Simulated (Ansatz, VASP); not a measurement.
**BeTe2: VASP beside Ansatz**

```xyz
6
Lattice="0.0000 4.5504 4.5504 4.5504 0.0000 4.5504 4.5504 4.5504 0.0000" Properties=species:S:1:pos:R:3 pbc="T T T"
Be    6.8255    6.8255    6.8255
Be    4.5504    4.5504    4.5504
Te    1.1376    1.1376    1.1376
Te    3.4128    3.4128    1.1376
Te    3.4128    1.1376    3.4128
Te    1.1376    3.4128    3.4128
```

Alike in both runs: functional PBE; k mesh 3 × 3 × 3; occupations gaussian, width 0.2 eV; no spin polarisation.

Ansatz relaxed the structure, and its values are those at the end. VASP's run is a single point on that final structure, the one shown.

```csv
,VASP,Ansatz
version,VASP 6.6.1,Ansatz 0.2.0
potentials or method,"VASP PAW PBE potentials, release 64 (Be, Te), cutoff 600 eV","scalar-relativistic, plane waves, PAW"
valence electrons in the cell,28,68
```

|  | VASP | Ansatz | Ansatz less VASP |
| --- | --- | --- | --- |
| gap on the k mesh at the Fermi level (eV) | none | none | - |
| pressure (GPa) | -0.3 | -0.3 | +0.03 |

A gap of «none» marks a metal or a gap that the smearing closes. VASP's potentials hold 28 valence electrons a cell and Ansatz's 68, so a difference there can come from the potentials and not from the codes.

The k mesh is coarse, so the values compare programs but aren't converged. Neither program's run includes spin-orbit coupling.
